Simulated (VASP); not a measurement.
Runs of VASP 6.6.1 on VSi (zincblende type). The structure is that of space group F-43m (No. 216), or close to it. The cells are those of the table. 

| task | cell | cutoff (eV) | gap on the mesh (eV) | pressure (GPa) | moment (μB) |
| --- | --- | --- | --- | --- | --- |
| single point | a = 3.948 Å, angles 60.0°, 2 atoms | 500 | none | -1.8 | 0.71 |
| single point | a = 3.870 Å, angles 60.0°, 2 atoms | 500 | none | (c) | 0.44 |
| electric field gradients | a = 3.870 Å, angles 60.0°, 2 atoms | 400 | none | 1.9 | 0.44 |
| single point | a = 3.831 Å, angles 60.0°, 2 atoms | 500 | none | (a) | 0.37 |
| electric field gradients | a = 3.948 Å, angles 60.0°, 2 atoms | 400 | none | -2.2 | 0.71 |
| electric field gradients | a = 3.910 Å, angles 60.0°, 2 atoms | 400 | none | -0.4 | 0.55 |
| electric field gradients | a = 3.986 Å, angles 60.0°, 2 atoms | 400 | none | (b) | 0.85 |
| single point | a = 3.986 Å, angles 60.0°, 2 atoms | 500 | none | -3.4 | 0.85 |

Alike in all rows: level PBE; potentials or basis VASP PAW PBE potentials, release 64 (V_sv, Si); spin collinear, ferromagnetic start; k mesh 11 × 11 × 11; smearing fermi-dirac 0.05 eV.

Estimate the missing entries.

(a) 5.0; (b) -3.7; (c) 2.3.

Caveats: the cell stands under tension (at least some runs); the cell stands under pressure (at least some runs).

A gap of «none» marks levels without a gap at the run's occupations.
